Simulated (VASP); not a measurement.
GdN (zincblende type):

```
Gd N
1.0
     0.00000    2.65230    2.65230
     2.65230    0.00000    2.65230
     2.65230    2.65230    0.00000
Gd N
1 1
Direct
  0.00000 0.00000 0.00000
  0.25000 0.25000 0.25000
```

| Quantity | Value |
| --- | --- |
| Program | VASP 6.6.1 |
| Task | relaxation of cell and atoms |
| Functional | PBE |
| Potentials or basis | VASP PAW PBE potentials, release 64 (Gd, N) |
| Cutoff | 600 eV |
| k mesh | 12 × 12 × 12 |
| Occupations | fermi-dirac, width 0.03 eV |
| Spin | collinear spin, ferromagnetic start |
| Starting moments | [7.0, 0.0] μB |

At the start: pressure 2.1 GPa; volume 18.66 Å³/atom.

**Question.** Where does the relaxation end?

**Answer.** Over 3 steps the energy falls by 2.4 meV/atom and the volume is 19.03 Å³/atom (+2.0 %); space group F-43m (No. 216, to 0.1 Å) before and after; moment 7.00 μB per cell.

The path:
| step | energy change (eV) | largest force (eV/Å) | pressure (GPa) | volume (Å³) |
| --- | --- | --- | --- | --- |
| 1 | 0.0000 | 0.0000 | 2.13 | 37.32 |
| 2 | -0.0016 | 0.0000 | -1.67 | 38.67 |
| 3 | -0.0048 | 0.0000 | 0.00 | 38.05 |

Final structure:
```
CELL_PARAMETERS angstrom
0.00000 2.66964 2.66964
2.66964 0.00000 2.66964
2.66964 2.66964 0.00000
ATOMIC_POSITIONS crystal
Gd 0.00000 0.00000 0.00000
N 0.25000 0.25000 0.25000
```

Caveat: a cell with one magnetic atom can't hold antiferromagnetic order, which such compounds often take; semilocal functionals describe open f shells poorly, which spoils levels, moments and volumes.
